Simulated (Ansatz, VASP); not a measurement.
# TaN: VASP beside Ansatz

```
Ta N
1.0
     5.19600    0.00000    0.00000
    -2.59800    4.49987    0.00000
     0.00000    0.00000    2.91100
Ta N
3 3
Direct
  0.00000 0.00000 0.00000
  0.66667 0.33333 0.50000
  0.33333 0.66667 0.50000
  0.00000 0.39285 0.00000
  0.60715 0.60715 0.00000
  0.39285 0.00000 0.00000
```

Alike in both runs: functional LDA; k mesh 6 × 6 × 9; occupations fermi-dirac, width 0.05 eV; no spin polarisation.

|  | VASP | Ansatz |
| --- | --- | --- |
| version | VASP 6.6.1 | Ansatz 0.2.0 |
| potentials or method | VASP PAW LDA potentials, release 64 (Ta_sv_GW, N) | Ansatz PAW |
| plane-wave cutoff (eV) | 600 | 420 |
| valence electrons in the cell | 54 | 54 |
| task | single point | band structure |

Ansatz gave:

- gap on the k mesh at the Fermi level (eV): none
- pressure (GPa): -10.0
- traceless stress, the component that is largest in VASP (GPa): -1.75
- rms of the force components (eV/Å): 0.021

**Question.** What did VASP give for the same quantities?

**Answer.** gap on the k mesh at the Fermi level (eV): none; pressure (GPa): -9.0; traceless stress, the component that is largest in VASP (GPa): -1.75; rms of the force components (eV/Å): 0.015.

LDA's correlation is that of Perdew and Zunger in VASP and of Perdew and Wang (1992) in Ansatz. Atom by atom the forces differ by 0.006 eV/Å (rms over components). A gap of «none» marks a metal or a gap that the smearing closes.

Spin-orbit coupling is off throughout.
